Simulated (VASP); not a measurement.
# BaTe (P6_3/mmc) in VASP: a series of runs

The runs below take BaTe through single point, with PBE.

All numbers are computed with VASP 6.6.1; they aren't measurements. Logs are shortened: lines on timing, memory, paths and dates and some standing lists are left out, and cuts for length are marked.

## 1. The cell of the first run

It takes space group P6_3/mmc (No. 194, hexagonal). The conventional cell has a = 4.946 Å, b = 4.946 Å, c = 8.675 Å, α = 90.00°, β = 90.00°, γ = 120.00°. Ba (site symmetry -3m) has 6 Te at 3.59 Å and 2 Ba at 4.34 Å within 4.7 Å. Within 4.7 Å of Te (site symmetry -6m2) lie 6 Ba at 3.59 Å.

## 2. Single point, PBE (45.95 Å³/atom)

File INCAR:

```
ALGO = Normal
EDIFF = 1E-6
ENCUT = 520
GGA = PE
ISIF = 2
ISMEAR = 0
LASPH = T
LCHARG = F
LREAL = F
LWAVE = F
NBANDS = 24
NELM = 100
PREC = Accurate
SIGMA = 0.02
```

File KPOINTS:

```
k-points
0
Gamma
  6 6 4
```

File POSCAR:

```
BaTe
1.0
    4.9463451652      0.0000000000      0.0000000000
   -2.4731725826      4.2836605690      0.0000000000
    0.0000000000      0.0000000000      8.6749746034
Ba Te
2 2
Direct
    0.0000000000      0.0000000000      0.0000000000
    0.0000000000      0.0000000000      0.5000000000
    0.3333333333      0.6666666667      0.7500000000
    0.6666666667      0.3333333333      0.2500000000
```

Potentials or basis: VASP PAW PBE potentials, release 64 (Ba_sv, Te).

The run is started by

```sh
$ cat potpaw_PBE.64/Ba_sv/POTCAR potpaw_PBE.64/Te/POTCAR > POTCAR
$ mpirun -np 1 vasp_std > vasp.out
```

OUTCAR:

```text
EDIFF = 1E-6
   ENCUT = 520
   GGA = PE
   ISIF = 2
   ISMEAR = 0
   LASPH = T
   LREAL = F
   NELM = 100
   PREC = Accurate

 ion  position               nearest neighbor table
   1  0.000  0.000  0.000-   3 3.59   4 3.59   4 3.59   3 3.59   4 3.59   3 3.59   2 4.34   2 4.34

   2  0.000  0.000  0.500-   3 3.59   4 3.59   4 3.59   3 3.59   4 3.59   3 3.59   1 4.34   1 4.34

   3  0.333  0.667  0.750-   1 3.59   2 3.59   1 3.59   2 3.59   1 3.59   2 3.59
   4  0.667  0.333  0.250-   1 3.59   2 3.59   1 3.59   2 3.59   1 3.59   2 3.59

  LATTYP: Found a hexagonal cell.
 ALAT       =     4.9463451652
 C/A-ratio  =     1.7538150521

  Lattice vectors:

 A1 = (   4.9463451652,   0.0000000000,   0.0000000000)
 A2 = (  -2.4731725826,   4.2836605690,   0.0000000000)
 A3 = (   0.0000000000,   0.0000000000,   8.6749746034)

Analysis of symmetry for initial positions (statically):
=====================================================================
 Subroutine PRICEL returns:
 Original cell was already a primitive cell.

 Routine SETGRP: Setting up the symmetry group for a
 hexagonal supercell.

 Subroutine GETGRP returns: Found 24 space group operations
 (whereof 12 operations were pure point group operations)
 out of a pool of 24 trial point group operations.

The static configuration has the point symmetry D_3d.
 The point group associated with its full space group is D_6h.

Analysis of symmetry for dynamics (positions and initial velocities):
=====================================================================
 Subroutine PRICEL returns:
 Original cell was already a primitive cell.

 Routine SETGRP: Setting up the symmetry group for a
 hexagonal supercell.

 Subroutine GETGRP returns: Found 24 space group operations
 (whereof 12 operations were pure point group operations)
 out of a pool of 24 trial point group operations.

The dynamic configuration has the point symmetry D_3d.
 The point group associated with its full space group is D_6h.

 Subroutine INISYM returns: Found 24 space group operations
 (whereof 12 operations are pure point group operations),
 and found     1 'primitive' translations

----------------------------------------------------------------------------------------

                                     Primitive cell

  volume of cell :     183.8094

  direct lattice vectors                    reciprocal lattice vectors
     4.946345165  0.000000000  0.000000000     0.202169474  0.116722600  0.000000000
    -2.473172583  4.283660569  0.000000000     0.000000000  0.233445200  0.000000000
     0.000000000  0.000000000  8.674974603     0.000000000  0.000000000  0.115274113

  length of vectors
     4.946345165  4.946345165  8.674974603     0.233445200  0.233445200  0.115274113

  position of ions in fractional coordinates (direct lattice)
     0.000000000  0.000000000  0.000000000
     0.000000000  0.000000000  0.500000000
     0.333333333  0.666666667  0.750000000
     0.666666667  0.333333333  0.250000000

  ion indices of the primitive-cell ions
   primitive index   ion index
                 1           1
                 2           2
                 3           3
                 4           4

----------------------------------------------------------------------------------------

 KPOINTS: k-points

Automatic generation of k-mesh.
 Grid dimensions read from file:
 generate k-points for:    6    6    4

 Generating k-lattice:

  Cartesian coordinates                     Fractional coordinates (reciprocal lattice)
     0.033694912  0.019453767  0.000000000     0.166666667  0.000000000  0.000000000
     0.000000000  0.038907533  0.000000000     0.000000000  0.166666667  0.000000000
     0.000000000  0.000000000  0.028818528     0.000000000  0.000000000  0.250000000

  Length of vectors
     0.038907533  0.038907533  0.028818528

  Shift w.r.t. Gamma in fractional coordinates (k-lattice)
     0.000000000  0.000000000  0.000000000

 Subroutine IBZKPT returns following result:
 ===========================================

 Found     21 irreducible k-points:

 Following reciprocal coordinates:
            Coordinates               Weight
  0.000000  0.000000  0.000000      1.000000
  0.166667  0.000000  0.000000      6.000000
  0.333333 -0.000000  0.000000      6.000000
  0.500000 -0.000000  0.000000      3.000000
  0.166667  0.166667  0.000000      6.000000
  0.333333  0.166667  0.000000     12.000000
[... 13 lines left out ...]
  0.333333  0.166667  0.500000     12.000000
  0.333333  0.333333  0.500000      2.000000
   k-points           NKPTS =     21   k-points in BZ     NKDIM =     21   number of bands    NBANDS=     24
   number of dos      NEDOS =    301   number of ions     NIONS =      4
   total plane-waves  NPLWV = 112000
   dimension x,y,z NGX =    40 NGY =   40 NGZ =   70
   dimension x,y,z NGXF=    80 NGYF=   80 NGZF=  140
   ions per type =               2   2
   NGX,Y,Z   is equivalent  to a cutoff of  13.44, 13.44, 13.41 a.u.
   NGXF,Y,Z  is equivalent  to a cutoff of  26.89, 26.89, 26.83 a.u.
 SYSTEM =  unknown system
   PREC   = accura    normal or accurate (medium, high low for compatibility)
   ISTART =      0    job   : 0-new  1-cont  2-samecut
   ICHARG =      2    charge: 1-file 2-atom 10-const
   ISPIN  =      1    spin polarized calculation?
   LNONCOLLINEAR =      F non collinear calculations
   LSORBIT =      F    spin-orbit coupling
   LASPH  =      T    aspherical Exc in radial PAW
   ENCUT  =  520.0 eV  38.22 Ry    6.18 a.u.   9.20  9.20 16.13*2*pi/ulx,y,z
   NELM   =    100;   NELMIN=  2; NELMDL= -5     # of ELM steps
   EDIFF  = 0.1E-05   stopping-criterion for ELM
   LREAL  =      F    real-space projection
   EDIFFG = 0.1E-04   stopping-criterion for IOM
   NSW    =      0    number of steps for IOM
   IBRION =     -1    ionic relax: 0-MD 1-quasi-New 2-CG
   NFREE  =      0    steps in history (QN), initial steepest desc. (CG)
   ISIF   =      2    stress and relaxation
   ISYM   =      2    0-nonsym 1-usesym 2-fastsym
   POTIM  = 0.5000    time-step for ionic-motion
   TEBEG  =    0.0;   TEEND  =   0.0 temperature during run
   PSTRESS=    0.0 pullay stress
   NELECT =      32.0000    total number of electrons
   NUPDOWN=      -1.0000    fix difference up-down
   EMIN   =  10.00;   EMAX   =-10.00  energy-range for DOS
   EFERMI =   0.00;   METHOD = LEGACY
   ISMEAR =     0;   SIGMA  =   0.02  broadening in eV -4-tet -1-fermi 0-gaus
   EFERMI_NEDOS =   21; number of points for ismear=-14 and -15
   IALGO  =     38    algorithm
   IMIX   =      4    mixing-type and parameters
     AMIX     =   0.40;   BMIX     =  1.00
     AMIX_MAG =   1.60;   BMIX_MAG =  1.00
  volume/ion in A,a.u.               =      45.95       310.10
  Fermi-wavevector in a.u.,A,eV,Ry     =   0.914118  1.727433 11.369188  0.835612
  Thomas-Fermi vector in A             =   2.038708
   LORBIT       =      0    0 simple, 1 ext, 2 COOP (PROOUT), +10 PAW based schemes
   GGA     = PE    functional components
   LHFCALC =     F    Hartree Fock is set to
   AEXX    =    0.0000 exact exchange contribution
   IVDW    =     0    specifies the selected vdW correction
   LEPSILON=     F    determine dielectric tensor
   LRPA    =     F    only Hartree local field effects (RPA)
 non-spin polarized calculation
 Gauss-broadening in eV      SIGMA  =   0.02
  energy-cutoff  :      520.00
  volume of cell :      183.81
 maximum number of plane-waves:      4983
 NGX is ok and might be reduce to    40
   NGX = 19   NGY = 19   NGZ = 33

 number of electron      32.0000001 magnetization

 Free energy of the ion-electron system (eV)
  ---------------------------------------------------
  ext. energy  EPLUGINS =         0.00000000
  ---------------------------------------------------
  free energy    TOTEN  =       -16.96078797 eV

  energy without entropy =      -16.96078797  energy(sigma->0) =      -16.96078797

 E-fermi :   2.0555     XC(G=0):  -7.9538

 val. band max:        1.9648394691   @ k =   0.0000   0.0000   0.0000
 cond. band min:       3.6792266983   @ k =   0.5000  -0.0000   0.0000
 fundamental gap:      1.7143872293
 Fermi energy:         2.0554700557

 k-point     1 :       0.0000    0.0000    0.0000
  band No.  band energies     occupation
      1     -25.4235      2.00000
      2     -25.4024      2.00000
      3     -10.9567      2.00000
      4     -10.5649      2.00000
      5     -10.5649      2.00000
      6     -10.5219      2.00000
[... 16 lines left out ...]
     23       6.1300      0.00000
     24       6.9906      0.00000

 k-point     2 :       0.1667    0.0000    0.0000
  band No.  band energies     occupation
      1     -25.4214      2.00000
      2     -25.4006      2.00000
      3     -10.9217      2.00000
      4     -10.6378      2.00000
      5     -10.5755      2.00000
      6     -10.5612      2.00000
[... 16 lines left out ...]
     23       6.8545      0.00000
     24       6.9209      0.00000

 k-point     3 :       0.3333   -0.0000    0.0000
  band No.  band energies     occupation
      1     -25.4173      2.00000
      2     -25.3969      2.00000
      3     -10.8573      2.00000
      4     -10.7612      2.00000
      5     -10.6378      2.00000
      6     -10.5963      2.00000
[... 16 lines left out ...]
     23       6.8584      0.00000
     24       7.0231      0.00000
[... 433 lines left out ...]
 k-point    20 :       0.3333    0.1667    0.5000
  band No.  band energies     occupation
      1     -25.4051      2.00000
      2     -25.4051      2.00000
      3     -10.7368      2.00000
      4     -10.7368      2.00000
      5     -10.6313      2.00000
      6     -10.6313      2.00000
[... 16 lines left out ...]
     23       7.0291      0.00000
     24       7.0291      0.00000

 k-point    21 :       0.3333    0.3333    0.5000
  band No.  band energies     occupation
      1     -25.4042      2.00000
      2     -25.4042      2.00000
      3     -10.7140      2.00000
      4     -10.7140      2.00000
      5     -10.6579      2.00000
      6     -10.6579      2.00000
[... 16 lines left out ...]
     23       6.6262      0.00000
     24       6.6262      0.00000

------------------------ aborting loop because EDIFF is reached ----------------------------------------

  FORCE on cell =-STRESS in cart. coord.  units (eV):
  Direction    XX          YY          ZZ          XY          YZ          ZX
  --------------------------------------------------------------------------------------
  -------------------------------------------------------------------------------------
  Total       -0.5316257     -0.5316257     -0.5934548      0.0000000     -0.0000000      0.0000000
  in kB       -4.6339238     -4.6339238     -5.1728575      0.0000000     -0.0000000      0.0000000
  external PRESSURE =      -4.8135684 kB  Pullay stress =       0.0000000 kB

 VOLUME and BASIS-vectors are now :
 -----------------------------------------------------------------------------
  energy-cutoff  :      520.00
  volume of cell :      183.81
      direct lattice vectors                 reciprocal lattice vectors
     4.946345165  0.000000000  0.000000000     0.202169474  0.116722600  0.000000000
    -2.473172583  4.283660569  0.000000000     0.000000000  0.233445200  0.000000000
     0.000000000  0.000000000  8.674974603     0.000000000  0.000000000  0.115274113

 POSITION                                       TOTAL-FORCE (eV/Angst)
 -----------------------------------------------------------------------------------
      0.00000      0.00000      0.00000        -0.000000      0.000000      0.000000
      0.00000      0.00000      4.33749        -0.000000      0.000000      0.000000
     -0.00000      2.85577      6.50623         0.000000      0.000000     -0.000000
      2.47317      1.42789      2.16874        -0.000000     -0.000000      0.000000
 -----------------------------------------------------------------------------------
    total drift:                                0.000000     -0.000000      0.000000

  FREE ENERGIE OF THE ION-ELECTRON SYSTEM (eV)
  ---------------------------------------------------
  free  energy   TOTEN  =       -16.9607879659 eV

  energy  without entropy=      -16.9607879659  energy(sigma->0) =      -16.96078797
```

Wall time 3.6 min (1 thread of Intel Xeon 8259CL, shared host); peak memory 0.37 GiB.

Results:

```yaml
Free_energy: -16.9608 eV
Pressure: -0.5 GPa
Band_gap_on_the_k_mesh: 1.71 eV (least direct gap 1.76 eV)
```

Caveat: spin-orbit coupling is left out, which moves the levels of the heavy elements. A k mesh can miss the band edges.

## 3. Single point, PBE (47.29 Å³/atom)

This run uses another cell than the first one, of 47.29 Å³/atom.

File INCAR:

```
ALGO = Normal
EDIFF = 1E-7
ENCUT = 520
GGA = PE
ISIF = 2
ISMEAR = 0
LASPH = True
LCHARG = False
LREAL = False
LWAVE = False
NBANDS = 24
NELM = 60
PREC = Accurate
SIGMA = 0.02
```

KPOINTS is that of step 2.

File POSCAR:

```
BaTe
1.0
    5.0022017225      0.0000000000      0.0000000000
   -2.5011008612      4.3320337665      0.0000000000
    0.0000000000      0.0000000000      8.7293777574
Ba Te
2 2
Direct
    0.0000000000      0.0000000000      0.0000000000
    0.0000000000      0.0000000000      0.5000000000
    0.3333333333      0.6666666667      0.7500000000
    0.6666666667      0.3333333333      0.2500000000
```

Potentials or basis: VASP PAW PBE potentials, release 64 (Ba_sv, Te).

The run is started by

```sh
$ cat potpaw_PBE.64/Ba_sv/POTCAR potpaw_PBE.64/Te/POTCAR > POTCAR
$ mpirun -np 1 vasp_std > vasp.out
```

OUTCAR:

```text
EDIFF = 1E-7
   ENCUT = 520
   GGA = PE
   ISIF = 2
   ISMEAR = 0
   LASPH = True
   LREAL = False
   NELM = 60
   PREC = Accurate

 ion  position               nearest neighbor table
   1  0.000  0.000  0.000-   3 3.62   4 3.62   3 3.62   4 3.62   4 3.62   3 3.62   2 4.36   2 4.36

   2  0.000  0.000  0.500-   3 3.62   4 3.62   3 3.62   4 3.62   4 3.62   3 3.62   1 4.36   1 4.36

   3  0.333  0.667  0.750-   1 3.62   2 3.62   1 3.62   2 3.62   1 3.62   2 3.62
   4  0.667  0.333  0.250-   1 3.62   2 3.62   1 3.62   2 3.62   1 3.62   2 3.62

  LATTYP: Found a hexagonal cell.
 ALAT       =     5.0022017225
 C/A-ratio  =     1.7451071032

  Lattice vectors:

 A1 = (   5.0022017225,   0.0000000000,   0.0000000000)
 A2 = (  -2.5011008612,   4.3320337665,   0.0000000000)
 A3 = (   0.0000000000,   0.0000000000,   8.7293777574)

Analysis of symmetry for initial positions (statically):
=====================================================================
 Subroutine PRICEL returns:
[... 170 lines left out ...]
  free energy    TOTEN  =       -16.93325225 eV

  energy without entropy =      -16.93325225  energy(sigma->0) =      -16.93325225

 E-fermi :   1.9104     XC(G=0):  -7.8419

 val. band max:        1.7891974608   @ k =   0.0000   0.0000   0.0000
 cond. band min:       3.5442372701   @ k =   0.5000   0.0000   0.0000
 fundamental gap:      1.7550398093
 Fermi energy:         1.9104232506

 k-point     1 :       0.0000    0.0000    0.0000
  band No.  band energies     occupation
      1     -25.6655      2.00000
      2     -25.6464      2.00000
      3     -11.1490      2.00000
      4     -10.8004      2.00000
      5     -10.8004      2.00000
      6     -10.7609      2.00000
[... 556 lines left out ...]
     23       6.3678      0.00000
     24       6.3678      0.00000

------------------------ aborting loop because EDIFF is reached ----------------------------------------

  FORCE on cell =-STRESS in cart. coord.  units (eV):
  Direction    XX          YY          ZZ          XY          YZ          ZX
  --------------------------------------------------------------------------------------
  -------------------------------------------------------------------------------------
  Total       -1.3810465     -1.3810465     -1.3474607     -0.0000000      0.0000000      0.0000000
  in kB      -11.6972175    -11.6972175    -11.4127516     -0.0000000      0.0000000      0.0000000
  external PRESSURE =     -11.6023955 kB  Pullay stress =       0.0000000 kB

 VOLUME and BASIS-vectors are now :
 -----------------------------------------------------------------------------
  energy-cutoff  :      520.00
  volume of cell :      189.16
      direct lattice vectors                 reciprocal lattice vectors
     5.002201722  0.000000000  0.000000000     0.199911970  0.115419230  0.000000000
    -2.501100861  4.332033767  0.000000000     0.000000000  0.230838459  0.000000000
     0.000000000  0.000000000  8.729377757     0.000000000  0.000000000  0.114555702

 POSITION                                       TOTAL-FORCE (eV/Angst)
 -----------------------------------------------------------------------------------
      0.00000      0.00000      0.00000        -0.000000      0.000000      0.000000
      0.00000      0.00000      4.36469        -0.000000      0.000000      0.000000
     -0.00000      2.88802      6.54703        -0.000000      0.000000      0.000000
      2.50110      1.44401      2.18234         0.000000     -0.000000      0.000000
 -----------------------------------------------------------------------------------
    total drift:                                0.000000     -0.000000      0.000000

  FREE ENERGIE OF THE ION-ELECTRON SYSTEM (eV)
  ---------------------------------------------------
  free  energy   TOTEN  =       -16.9332522522 eV

  energy  without entropy=      -16.9332522522  energy(sigma->0) =      -16.93325225
```

OSZICAR:

```text
N       E                     dE             d eps       ncg     rms          rms(c)
DAV:   1     0.206817703816E+03    0.20682E+03   -0.12378E+04  1008   0.110E+03
DAV:   2    -0.292882797494E-01   -0.20685E+03   -0.19624E+03  1320   0.197E+02
DAV:   3    -0.164769996887E+02   -0.16448E+02   -0.16321E+02  1384   0.605E+01
DAV:   4    -0.171961847503E+02   -0.71919E+00   -0.71849E+00  1608   0.108E+01
DAV:   5    -0.172028505286E+02   -0.66658E-02   -0.66650E-02  1272   0.123E+00    0.473E+00
DAV:   6    -0.169131050445E+02    0.28975E+00   -0.56961E-01  1336   0.245E+00    0.319E+00
DAV:   7    -0.169192125977E+02   -0.61076E-02   -0.43148E-01  1416   0.248E+00    0.112E+00
DAV:   8    -0.169297426001E+02   -0.10530E-01   -0.52461E-02  1232   0.958E-01    0.202E-01
DAV:   9    -0.169318250009E+02   -0.20824E-02   -0.40506E-03  1312   0.318E-01    0.104E-01
DAV:  10    -0.169329399283E+02   -0.11149E-02   -0.84145E-04  1224   0.141E-01    0.362E-02
DAV:  11    -0.169332432350E+02   -0.30331E-03   -0.44222E-04  1216   0.103E-01    0.105E-02
DAV:  12    -0.169332509601E+02   -0.77251E-05   -0.22056E-05  1584   0.188E-02    0.620E-03
DAV:  13    -0.169332518714E+02   -0.91132E-06   -0.26683E-06  1288   0.669E-03    0.150E-03
DAV:  14    -0.169332520713E+02   -0.19989E-06   -0.18217E-07  1104   0.190E-03    0.118E-03
DAV:  15    -0.169332522640E+02   -0.19274E-06   -0.77154E-08   920   0.123E-03    0.233E-04
DAV:  16    -0.169332522522E+02    0.11798E-07   -0.62543E-09   824   0.349E-04
   1 F= -.16933252E+02 E0= -.16933252E+02  d E =-.173570E-19
```

Run time: 4.3 min. Hardware: 1 thread of Intel Xeon 8259CL, shared host; peak memory 0.37 GiB.

What came out:

```yaml
Free_energy: -16.9333 eV
Pressure: -1.2 GPa
Band_gap_on_the_k_mesh: 1.75 eV (least direct gap 1.80 eV)
```

Caveat: spin-orbit coupling is left out, which moves the levels of the heavy elements. A k mesh can miss the band edges.

[end of part 1 of 2]
